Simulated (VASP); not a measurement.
Set up this calculation in VASP 6.6.1, as the native input.

* Task: relaxation of cell and atoms
* Functional: PBE
* Potentials or basis: VASP PAW PBE potentials, release 64 (H, Mo_sv)
* Cutoff: 600 eV
* k mesh: 8 × 8 × 8
* Occupations: gaussian, width 0.2 eV
* Spin: no spin polarisation
* Dipole correction: no
* Further INCAR settings: ALGO = Normal; EDIFF = 1e-07; IBRION = 2; EDIFFG = -0.08; NSW = 36; ISIF = 3

The structure of Mo3H lies in POSCAR:

```
Mo3H
1.0
   -1.6235450500      1.6235450500      5.0191613500
    1.6235450500     -1.6235450500      5.0191613500
    1.6235450500      1.6235450500     -5.0191613500
H Mo
1 3
Direct
    0.2500000000      0.7500000000      0.5000000000
    0.6600000000      0.6600000000      0.0000000000
    0.3400000000      0.3400000000      0.0000000000
    0.0000000000      0.0000000000      0.0000000000
```

One way to write it, as run:

INCAR

```
  PREC = Accurate
  ENCUT = 600
  EDIFF = 1E-7
  ISMEAR = 0
  SIGMA = 0.2
  LREAL = False
  LASPH = True
  NELM = 100
  ALGO = Normal
  ISIF = 3
  LWAVE = False
  LCHARG = False
  GGA = PE
  IBRION = 2
  NSW = 36
  EDIFFG = -0.08
```

KPOINTS

```
regular mesh
0
Gamma
  8 8 8
```

Potentials or basis: VASP PAW PBE potentials, release 64 (H, Mo_sv).

Command:

```sh
$ cat potpaw_PBE.64/H/POTCAR potpaw_PBE.64/Mo_sv/POTCAR > POTCAR
$ mpirun -np 1 vasp_std > vasp.out
```

It gave:

```yaml
Relaxed_volume: 12.62 Å³/atom
Relaxed_cell: a = 5.369 Å, b = 5.369 Å, c = 5.369 Å, α = 145.08°, β = 145.08°, γ = 50.22°
Space_group_after_relaxing_to_0.1_Å: I-4m2 (No. 119)
Energy_gained_by_relaxing: 26.5 meV/atom
Ionic_steps: 5
Pressure_after_relaxing: 0.2 GPa
Largest_force_after_relaxing: 0.020 eV/Å
Band_gap_on_the_k_mesh: zero (an odd number of electrons rules out a gap without spin polarisation)
```

Caveat: the highest band is partly filled, so the run has too few bands.

Run time: 16 min on 1 thread of Intel Xeon 8259CL, with other jobs on the host, peak memory 0.4 GiB.
